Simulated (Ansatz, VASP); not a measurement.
# One calculation of CdS, two programs

```
Cd S
1.0
     0.00000    2.91650    2.91650
     2.91650    0.00000    2.91650
     2.91650    2.91650    0.00000
Cd S
1 1
Cartesian
  0.0000 0.0000 0.0000
  4.3748 4.3748 4.3748
```

Alike in both runs: functional r2SCAN0; k mesh 4 × 4 × 4; occupations fermi-dirac, width 0.05 eV; no spin polarisation.

|  | VASP | Ansatz |
| --- | --- | --- |
| version | VASP 6.6.1 | Ansatz 0.2.0 |
| potentials or method | VASP PAW PBE potentials, release 64 (Cd, S) | Ansatz PAW |
| plane-wave cutoff (eV) | 520 | 500 |
| valence electrons in the cell | 18 | 26 |
| task | single point | band structure |

```csv
,VASP,Ansatz,Ansatz less VASP
gap on the k mesh at the Fermi level (eV),3.15,3.11,-0.037
least direct gap on the mesh (eV),3.15,3.11,-0.037
pressure (GPa),1.2,1.0,-0.13
```

VASP's potentials were made for PBE, not for r2SCAN0. With one functional, cell and mesh, what is left measures potentials, basis and numerics. VASP's potentials hold 18 valence electrons a cell and Ansatz's 26, so a difference there can come from the potentials and not from the codes.

The k mesh is coarse, so the values compare programs but aren't converged.
